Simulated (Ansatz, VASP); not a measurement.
## Two plane-wave programs on Sn3GeTe4

The input INCAR:

```
SYSTEM = Sn3GeTe4
PREC = Accurate ; ENCUT = 520
EDIFF = 1E-6 ; ISMEAR = 0
SIGMA = 0.1 ; LREAL = .False.
LASPH = .True. ; NELM = 100
ALGO = Normal ; ISIF = 2
LWAVE = .False. ; LCHARG = .True.
GGA = PE ; LELF = .True.
LVHAR = .True. ; NBANDS = 50
```

KPOINTS

```
regular mesh
0
Gamma
  4 4 4
  0 0 0
```

The input POSCAR:

```
Sn3GeTe4
1.0
    6.3202447000      0.0000000000      0.0000000000
    0.0000000000      6.3202447000      0.0000000000
    0.0000000000      0.0000000000      6.3202447000
Sn Ge Te
3 1 4
Direct
    0.5000000000      0.0000000000      0.5000000000
    0.0000000000      0.5000000000      0.5000000000
    0.5000000000      0.5000000000      0.0000000000
    0.0000000000      0.0000000000      0.0000000000
    0.5000000000      0.5000000000      0.5000000000
    0.0000000000      0.5000000000      0.0000000000
    0.5000000000      0.0000000000      0.0000000000
    0.0000000000      0.0000000000      0.5000000000
```

Input for Ansatz:

```yaml
crystal:
  lattice:
    - [6.3202447, 0.0, 0.0]
    - [0.0, 6.3202447, 0.0]
    - [0.0, 0.0, 6.3202447]
  atoms:
    - { symbol: Sn, position: [0.5, 0.0, 0.5] }
    - { symbol: Sn, position: [0.0, 0.5, 0.5] }
    - { symbol: Sn, position: [0.5, 0.5, 0.0] }
    - { symbol: Ge, position: [0.0, 0.0, 0.0] }
    - { symbol: Te, position: [0.5, 0.5, 0.5] }
    - { symbol: Te, position: [0.0, 0.5, 0.0] }
    - { symbol: Te, position: [0.5, 0.0, 0.0] }
    - { symbol: Te, position: [0.0, 0.0, 0.5] }
basis:
  ecutwfc: 420
kpoints:
  mp_grid: { grid: [4, 4, 4] }
hamiltonian:
  xc: pbe
scf:
  occupations: { method: gaussian, width: 0.1 }
  lower_state_search: "off"
output:
  forces: true
  stress: true
  eigenvalues: true
```

Alike in both runs: task single point; functional PBE; k mesh 4 × 4 × 4; occupations gaussian, width 0.1 eV; no spin polarisation.

|  | VASP | Ansatz |
| --- | --- | --- |
| version | VASP 6.6.1 | Ansatz 0.2.0 |
| potentials or method | VASP PAW PBE potentials, release 64 (Sn_d, Ge_d, Te), cutoff 520 eV | scalar-relativistic, plane waves, PAW |
| valence electrons in the cell | 80 | 120 |

```csv
,VASP,Ansatz,Ansatz less VASP
gap on the k mesh at the Fermi level (eV),0.12,0.12,0.000
least direct gap on the mesh (eV),0.12,0.12,0.000
pressure (GPa),-0.2,-0.2,+0.03
```

The functional is the same, so the differences come from potentials, cutoffs and numerics. VASP's potentials hold 80 valence electrons a cell and Ansatz's 120, so a difference there can come from the potentials and not from the codes.

Spin-orbit coupling is off throughout.
